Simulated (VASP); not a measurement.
# MgO (Cmcm) in VASP: a series of runs

The runs below take MgO through single point, with LDA.

Everything below comes from runs of VASP 6.6.1. Logs are shortened: lines on timing, memory, paths and dates and some standing lists are left out, and cuts for length are marked.

### Step 1. The cell of the first run

The structure is orthorhombic, space group Cmcm (No. 63). Conventional cell: a = 3.504 Å, b = 6.039 Å, c = 4.178 Å, α = 90.00°, β = 90.00°, γ = 90.00°. Within 2.7 Å of Mg (site symmetry m2m) lie 5 O at 2.01 to 2.09 Å. Within 2.7 Å of O (site symmetry m2m) lie 5 Mg at 2.01 to 2.09 Å.

### Step 2. Single point, LDA (strain +0.0050 x Voigt [1, 0, 0, 0, 0, 0])

File INCAR:

```
PREC     = Accurate       # precision mode
ENCUT    = 840            # plane-wave cutoff, eV
EDIFF    = 1E-6           # SCF threshold, eV
ISMEAR   = 0              # smearing method
SIGMA    = 0.05           # smearing width, eV
LREAL    = False          # projectors in reciprocal space
LASPH    = True           # aspherical terms in the spheres
NELM     = 120            # most SCF steps
ALGO     = Normal         # electronic algorithm
ISIF     = 2              # what is computed and relaxed
LWAVE    = False          # write WAVECAR
LCHARG   = True           # write CHGCAR
GGA      = CA             # functional
LELF     = True           # ELF
LVHAR    = True         
NBANDS   = 24             # bands
GGA_COMPAT= False
```

File KPOINTS:

```
Automatic mesh
0
Gamma
  6 6 6
```

File POSCAR:

```
MgO
1.0
    3.5038097520      0.0000000000      0.0000000000
   -1.7519048760      3.0192917963      0.0000000000
    0.0000000000      0.0000000000      4.1780412200
Mg O
2 2
Direct
    0.6666666667      0.3333333333      0.7500000000
    0.3333333333      0.6666666667      0.2500000000
    0.6666666667      0.3333333333      0.2500000000
    0.3333333333      0.6666666667      0.7500000000
```

Potentials or basis: VASP PAW LDA potentials, release 64 (Mg_sv, O).

Command:

```bash
cat potpaw_LDA.64/Mg_sv/POTCAR potpaw_LDA.64/O/POTCAR > POTCAR
mpirun -np 1 vasp_std > vasp.out
```

OUTCAR:

```text
PREC = Accurate
   ENCUT = 840
   EDIFF = 1E-6
   ISMEAR = 0
   LREAL = False
   LASPH = True
   NELM = 120
   ISIF = 2
   GGA = CA

 ion  position               nearest neighbor table
   1  0.667  0.333  0.750-   4 2.01   4 2.02   4 2.02   3 2.09   3 2.09
   2  0.333  0.667  0.250-   3 2.01   3 2.02   3 2.02   4 2.09   4 2.09
   3  0.667  0.333  0.250-   2 2.01   2 2.02   2 2.02   1 2.09   1 2.09
   4  0.333  0.667  0.750-   1 2.01   1 2.02   1 2.02   2 2.09   2 2.09

  Warning from LATTYP: Monoclinic adjustment (A1->A3, A2->A1, A3->A2)!
  LATTYP: Found a base centered orthorhombic cell.
 ALAT       =     3.5038097520
 B/A-ratio  =     1.7234336394
 C/A-ratio  =     1.1924281042

  Lattice vectors:

 A1 = (   1.7519048760,  -3.0192917963,   0.0000000000)
 A2 = (   1.7519048760,   3.0192917963,   0.0000000000)
 A3 = (   0.0000000000,   0.0000000000,   4.1780412200)

Analysis of symmetry for initial positions (statically):
=====================================================================
 Subroutine PRICEL returns:
 Original cell was already a primitive cell.

 Routine SETGRP: Setting up the symmetry group for a
 base centered orthorhombic supercell.

 Subroutine GETGRP returns: Found  8 space group operations
 (whereof  4 operations were pure point group operations)
 out of a pool of  8 trial point group operations.

The static configuration has the point symmetry C_2h.
 The point group associated with its full space group is D_2h.

Analysis of symmetry for dynamics (positions and initial velocities):
=====================================================================
 Subroutine PRICEL returns:
 Original cell was already a primitive cell.

 Routine SETGRP: Setting up the symmetry group for a
 base centered orthorhombic supercell.

 Subroutine GETGRP returns: Found  8 space group operations
 (whereof  4 operations were pure point group operations)
 out of a pool of  8 trial point group operations.

The dynamic configuration has the point symmetry C_2h.
 The point group associated with its full space group is D_2h.

 Subroutine INISYM returns: Found  8 space group operations
 (whereof  4 operations are pure point group operations),
 and found     1 'primitive' translations

----------------------------------------------------------------------------------------

                                     Primitive cell

  volume of cell :      44.1996

  direct lattice vectors                    reciprocal lattice vectors
     3.503809752  0.000000000  0.000000000     0.285403624  0.165601748  0.000000000
    -1.751904876  3.019291796  0.000000000     0.000000000  0.331203497  0.000000000
     0.000000000  0.000000000  4.178041220     0.000000000  0.000000000  0.239346609

  length of vectors
     3.503809752  3.490743996  4.178041220     0.329968434  0.331203497  0.239346609

  position of ions in fractional coordinates (direct lattice)
     0.666666667  0.333333333  0.750000000
     0.333333333  0.666666667  0.250000000
     0.666666667  0.333333333  0.250000000
     0.333333333  0.666666667  0.750000000

  ion indices of the primitive-cell ions
   primitive index   ion index
                 1           1
                 2           2
                 3           3
                 4           4

----------------------------------------------------------------------------------------

 KPOINTS: Automatic mesh

Automatic generation of k-mesh.
 Grid dimensions read from file:
 generate k-points for:    6    6    6

 Generating k-lattice:

  Cartesian coordinates                     Fractional coordinates (reciprocal lattice)
     0.047567271  0.027600291  0.000000000     0.166666667  0.000000000  0.000000000
     0.000000000  0.055200583  0.000000000     0.000000000  0.166666667  0.000000000
     0.000000000  0.000000000  0.039891102     0.000000000  0.000000000  0.166666667

  Length of vectors
     0.054994739  0.055200583  0.039891102

  Shift w.r.t. Gamma in fractional coordinates (k-lattice)
     0.000000000  0.000000000  0.000000000

 Subroutine IBZKPT returns following result:
 ===========================================

 Found     52 irreducible k-points:

 Following reciprocal coordinates:
            Coordinates               Weight
  0.000000  0.000000  0.000000      1.000000
  0.166667 -0.000000  0.000000      4.000000
  0.333333 -0.000000  0.000000      4.000000
  0.500000  0.000000  0.000000      2.000000
  0.000000  0.166667  0.000000      2.000000
  0.166667  0.166667  0.000000      4.000000
[... 16 lines left out ...]
  0.000000  0.333333  0.166667      4.000000
  0.166667  0.333333  0.166667      8.000000
 [... further k-points ...]
   k-points           NKPTS =     52   k-points in BZ     NKDIM =     52   number of bands    NBANDS=     24
   number of dos      NEDOS =    301   number of ions     NIONS =      4
   total plane-waves  NPLWV =  51840
   dimension x,y,z NGX =    36 NGY =   36 NGZ =   40
   dimension x,y,z NGXF=    72 NGYF=   72 NGZF=   80
   ions per type =               2   2
   NGX,Y,Z   is equivalent  to a cutoff of  17.08, 17.14, 15.92 a.u.
   NGXF,Y,Z  is equivalent  to a cutoff of  34.16, 34.29, 31.83 a.u.
 SYSTEM =  unknown system
   PREC   = accura    normal or accurate (medium, high low for compatibility)
   ISTART =      0    job   : 0-new  1-cont  2-samecut
   ICHARG =      2    charge: 1-file 2-atom 10-const
   ISPIN  =      1    spin polarized calculation?
   LNONCOLLINEAR =      F non collinear calculations
   LSORBIT =      F    spin-orbit coupling
   LASPH  =      T    aspherical Exc in radial PAW
   ENCUT  =  840.0 eV  61.74 Ry    7.86 a.u.   8.28  8.25  9.87*2*pi/ulx,y,z
   NELM   =    120;   NELMIN=  2; NELMDL= -5     # of ELM steps
   EDIFF  = 0.1E-05   stopping-criterion for ELM
   LREAL  =      F    real-space projection
   EDIFFG = 0.1E-04   stopping-criterion for IOM
   NSW    =      0    number of steps for IOM
   IBRION =     -1    ionic relax: 0-MD 1-quasi-New 2-CG
   NFREE  =      0    steps in history (QN), initial steepest desc. (CG)
   ISIF   =      2    stress and relaxation
   ISYM   =      2    0-nonsym 1-usesym 2-fastsym
   POTIM  = 0.5000    time-step for ionic-motion
   TEBEG  =    0.0;   TEEND  =   0.0 temperature during run
   PSTRESS=    0.0 pullay stress
   NELECT =      32.0000    total number of electrons
   NUPDOWN=      -1.0000    fix difference up-down
   EMIN   =  10.00;   EMAX   =-10.00  energy-range for DOS
   EFERMI =   0.00;   METHOD = LEGACY
   ISMEAR =     0;   SIGMA  =   0.05  broadening in eV -4-tet -1-fermi 0-gaus
   EFERMI_NEDOS =   21; number of points for ismear=-14 and -15
   IALGO  =     38    algorithm
   IMIX   =      4    mixing-type and parameters
     AMIX     =   0.40;   BMIX     =  1.00
     AMIX_MAG =   1.60;   BMIX_MAG =  1.00
  volume/ion in A,a.u.               =      11.05        74.57
  Fermi-wavevector in a.u.,A,eV,Ry     =   1.470005  2.777906 29.401016  2.160914
  Thomas-Fermi vector in A             =   2.585314
   LORBIT       =      0    0 simple, 1 ext, 2 COOP (PROOUT), +10 PAW based schemes
   GGA     = CA    functional components
   LHFCALC =     F    Hartree Fock is set to
   AEXX    =    0.0000 exact exchange contribution
   IVDW    =     0    specifies the selected vdW correction
   LEPSILON=     F    determine dielectric tensor
   LRPA    =     F    only Hartree local field effects (RPA)
 non-spin polarized calculation
 Gauss-broadening in eV      SIGMA  =   0.05
  energy-cutoff  :      840.00
  volume of cell :       44.20
 maximum number of plane-waves:      2472
 NGX is ok and might be reduce to    36
   NGX = 17   NGY = 17   NGZ = 19

 number of electron      32.0000013 magnetization

 Free energy of the ion-electron system (eV)
  ---------------------------------------------------
  ext. energy  EPLUGINS =         0.00000000
  ---------------------------------------------------
  free energy    TOTEN  =       -26.13570531 eV

  energy without entropy =      -26.13570531  energy(sigma->0) =      -26.13570531

 E-fermi :   1.7176     XC(G=0): -10.8654

 val. band max:        1.3868028241   @ k =   0.0000   0.0000   0.0000
 cond. band min:       4.7060484047   @ k =   0.0000   0.0000   0.0000
 fundamental gap:      3.3192455806
 Fermi energy:         1.7175557235

 k-point     1 :       0.0000    0.0000    0.0000
  band No.  band energies     occupation
      1     -69.9220      2.00000
      2     -69.9082      2.00000
      3     -37.4510      2.00000
      4     -37.4313      2.00000
      5     -37.4308      2.00000
      6     -37.4029      2.00000
[... 16 lines left out ...]
     23      16.6950      0.00000
     24      16.7389      0.00000

 k-point     2 :       0.1667   -0.0000    0.0000
  band No.  band energies     occupation
      1     -69.9209      2.00000
      2     -69.9090      2.00000
      3     -37.4461      2.00000
      4     -37.4342      2.00000
      5     -37.4335      2.00000
      6     -37.4079      2.00000
[... 16 lines left out ...]
     23      15.6940      0.00000
     24      15.9377      0.00000

 k-point     3 :       0.3333   -0.0000    0.0000
  band No.  band energies     occupation
      1     -69.9184      2.00000
      2     -69.9107      2.00000
      3     -37.4404      2.00000
      4     -37.4379      2.00000
      5     -37.4336      2.00000
      6     -37.4184      2.00000
[... 16 lines left out ...]
     23      15.1948      0.00000
     24      15.8007      0.00000
[... 514 lines left out ...]
 k-point    23 :       0.0000    0.3333    0.1667
  band No.  band energies     occupation
      1     -69.9178      2.00000
      2     -69.9112      2.00000
      3     -37.4512      2.00000
      4     -37.4353      2.00000
      5     -37.4279      2.00000
      6     -37.4183      2.00000
[... 16 lines left out ...]
     23      15.2645      0.00000
     24      15.6242      0.00000

 k-point    24 :       0.1667    0.3333    0.1667
  band No.  band energies     occupation
      1     -69.9163      2.00000
      2     -69.9125      2.00000
      3     -37.4503      2.00000
      4     -37.4409      2.00000
      5     -37.4339      2.00000
      6     -37.4104      2.00000
[... 16 lines left out ...]
     23      15.4014      0.00000
     24      16.4858      0.00000

 [... further k-points ...]

------------------------ aborting loop because EDIFF is reached ----------------------------------------

  FORCE on cell =-STRESS in cart. coord.  units (eV):
  Direction    XX          YY          ZZ          XY          YZ          ZX
  --------------------------------------------------------------------------------------
  -------------------------------------------------------------------------------------
  Total       -1.2750148     -1.0414529     -1.1148205      0.0000000      0.0000000      0.0000000
  in kB      -46.2176085    -37.7512997    -40.4107785      0.0000000      0.0000000      0.0000000
  external PRESSURE =     -41.4598956 kB  Pullay stress =       0.0000000 kB

 VOLUME and BASIS-vectors are now :
 -----------------------------------------------------------------------------
  energy-cutoff  :      840.00
  volume of cell :       44.20
      direct lattice vectors                 reciprocal lattice vectors
     3.503809752  0.000000000  0.000000000     0.285403624  0.165601748  0.000000000
    -1.751904876  3.019291796  0.000000000     0.000000000  0.331203497  0.000000000
     0.000000000  0.000000000  4.178041220     0.000000000  0.000000000  0.239346609

 POSITION                                       TOTAL-FORCE (eV/Angst)
 -----------------------------------------------------------------------------------
      1.75190      1.00643      3.13353        -0.000000      0.035975     -0.000000
     -0.00000      2.01286      1.04451         0.000000     -0.035975     -0.000000
      1.75190      1.00643      1.04451        -0.000000      0.040897     -0.000000
     -0.00000      2.01286      3.13353         0.000000     -0.040897      0.000000
 -----------------------------------------------------------------------------------
    total drift:                               -0.000000      0.000000     -0.000000

  FREE ENERGIE OF THE ION-ELECTRON SYSTEM (eV)
  ---------------------------------------------------
  free  energy   TOTEN  =       -26.1357053072 eV

  energy  without entropy=      -26.1357053072  energy(sigma->0) =      -26.13570531
```

Run time: 79 s. Hardware: 1 thread of AMD EPYC 7R13 (Zen 3), shared host; peak memory 0.2 GiB.

What came out:

```
Free energy            : -26.1357 eV
Pressure               : -4.1 GPa
Largest force          : 0.041 eV/Å
Band gap on the k mesh : 3.32 eV
```

Forces on the atoms (eV/Å):
```
Mg   0.000  0.036  0.000
Mg   0.000 -0.036  0.000
O    0.000  0.041  0.000
O    0.000 -0.041  0.000
```

Stress tensor (GPa, compression positive):
```
-4.62  0.00  0.00
 0.00 -3.78  0.00
 0.00  0.00 -4.04
```

Caveat: the cell differs from its parent crystal (strain +0.0050 x Voigt [1, 0, 0, 0, 0, 0]); the cell stands under tension.

### Step 3. Single point, LDA (strain -0.0050 x Voigt [1, 0, 0, 0, 0, 0])

File INCAR:

```
ALGO = Normal
EDIFF = 1E-6
ENCUT = 840
GGA_COMPAT = False
ISIF = 2
ISMEAR = 0
LASPH = True
LCHARG = False
LREAL = False
LWAVE = False
NBANDS = 24
NELM = 120
PREC = Accurate
SIGMA = 0.05
```

File KPOINTS:

```
k-points
0
Gamma
  6 6 6
```

Changes to POSCAR since step 2:

```diff
@@ -2,4 +2,4 @@
 1.0
-    3.5038097520      0.0000000000      0.0000000000
-   -1.7519048760      3.0192917963      0.0000000000
+    3.4689459734      0.0000000000      0.0000000000
+   -1.7344729867      3.0192917963      0.0000000000
     0.0000000000      0.0000000000      4.1780412200
```

Potentials or basis: VASP PAW LDA potentials, release 64 (Mg_sv, O).

Command:

```bash
cat potpaw_LDA.64/Mg_sv/POTCAR potpaw_LDA.64/O/POTCAR > POTCAR
mpirun -np 1 vasp_std > vasp.out
```

Wall time 94 s (1 thread of AMD EPYC 7R43 (Zen 3), shared host); peak memory 0.19 GiB.

It converged, with:

| Item | Value |
| --- | --- |
| Free energy | -26.1440 eV |
| Pressure | -2.9 GPa |
| Largest force | 0.043 eV/Å |
| Band gap on the k mesh | 3.36 eV |

Forces in eV/Å, atoms in the order of the input:
```
Mg   0.000 -0.038  0.000
Mg   0.000  0.038  0.000
O    0.000 -0.043  0.000
O    0.000  0.043  0.000
```

Stress tensor (GPa, compression positive):
```
-2.26  0.00  0.00
 0.00 -3.13  0.00
 0.00  0.00 -3.30
```

Levels at points of the mesh, in eV from the valence-band top:
```csv
k point,band 14,band 15,band 16,band 17,band 18,band 19
"(0.00, 0.00, 0.00)",-0.83,-0.82,0.00,3.36,9.29,12.08
"(0.50, 0.00, 0.00)",-2.01,-1.33,-0.54,6.83,8.97,9.66
"(0.00, 0.50, 0.00)",-2.01,-1.32,-0.53,6.85,8.98,9.66
"(0.00, 0.00, 0.50)",-1.32,-1.31,-1.31,6.37,6.37,12.63
"(0.50, 0.00, 0.50)",-1.57,-0.85,-0.85,7.16,7.16,11.84
"(0.00, 0.50, 0.50)",-1.55,-0.85,-0.85,7.17,7.17,11.82
```

Caveat: the cell differs from its parent crystal (strain -0.0050 x Voigt [1, 0, 0, 0, 0, 0]).

### Step 4. Single point, LDA (strain +0.0150 x Voigt [1, 0, 0, 0, 0, 0])

File INCAR:

```
  ALGO = Normal
  EDIFF = 1E-6
  ENCUT = 840
  GGA_COMPAT = F
  ISIF = 2
  ISMEAR = 0
  LASPH = T
  LCHARG = F
  LREAL = F
  LWAVE = F
  NBANDS = 24
  NELM = 120
  PREC = Accurate
  SIGMA = 0.05
```

KPOINTS is that of step 3.

Changes to POSCAR since step 3:

```diff
@@ -2,4 +2,4 @@
 1.0
-    3.4689459734      0.0000000000      0.0000000000
-   -1.7344729867      3.0192917963      0.0000000000
+    3.5386735306      0.0000000000      0.0000000000
+   -1.7693367653      3.0192917963      0.0000000000
     0.0000000000      0.0000000000      4.1780412200
```

Command:

```bash
cat potpaw_LDA.64/Mg_sv/POTCAR potpaw_LDA.64/O/POTCAR > POTCAR
mpirun -np 1 vasp_std > vasp.out
```

Wall time 65 s (1 thread of Intel Xeon Platinum 8259CL at 2.50GHz (Skylake/Cascade Lake), shared host); peak memory 0.23 GiB.

Results (log left out):

* Free energy: -26.1211 eV
* Pressure: -5.3 GPa
* Largest force: 0.117 eV/Å
* Band gap on the k mesh: 3.28 eV

Forces in eV/Å, atoms in the order of the input:
```
Mg   0.000  0.101  0.000
Mg   0.000 -0.101  0.000
O    0.000  0.117  0.000
O    0.000 -0.117  0.000
```

Stress tensor (GPa, compression positive):
```
-6.79  0.00  0.00
 0.00 -4.35  0.00
 0.00  0.00 -4.77
```

Levels at points of the mesh, in eV from the valence-band top:
```csv
k point,band 12,band 13,band 14,band 15,band 16,band 17,band 18,band 19,band 20,band 21
"(0.00, 0.00, 0.00)",-1.74,-1.71,-0.79,-0.76,0.00,3.28,9.17,12.01,12.03,12.26
"(0.50, 0.00, 0.00)",-2.37,-2.31,-1.93,-1.28,-0.48,6.79,8.81,9.69,11.71,12.77
"(0.00, 0.50, 0.00)",-2.38,-2.31,-1.93,-1.31,-0.50,6.74,8.79,9.70,11.74,12.56
"(0.00, 0.00, 0.50)",-2.42,-1.29,-1.29,-1.25,-1.25,6.28,6.28,12.38,12.38,12.61
"(0.50, 0.00, 0.50)",-3.88,-1.50,-1.50,-0.80,-0.80,7.12,7.12,11.62,11.62,13.76
"(0.00, 0.50, 0.50)",-3.86,-1.55,-1.55,-0.80,-0.80,7.10,7.10,11.68,11.68,13.60
```

Caveat: the cell differs from its parent crystal (strain +0.0150 x Voigt [1, 0, 0, 0, 0, 0]); the cell stands under tension.

### Step 5. Summary

```csv
cell,gap on the mesh (eV),pressure (GPa),largest force (eV/Å)
"a = 3.504, b = 3.491, c = 4.178 Å, angles 90.0, 90.0, 120.1°, 4 atoms",3.32,-4.1,0.04
"a = 3.469, b = 3.482, c = 4.178 Å, angles 90.0, 90.0, 119.9°, 4 atoms",3.36,-2.9,0.04
"a = 3.539, b = 3.500, c = 4.178 Å, angles 90.0, 90.0, 120.4°, 4 atoms",3.28,-5.3,0.12
```

Alike in all rows: task single point; level LDA; potentials or basis VASP PAW LDA potentials, release 64 (Mg_sv, O); no spin polarisation; k mesh 6 × 6 × 6; cutoff (eV) 840; smearing gaussian 0.05 eV.

Caveats: the cell stands under tension (at least some runs).

Total energies depend on the potentials used, so only differences within one code and one set of settings carry meaning.
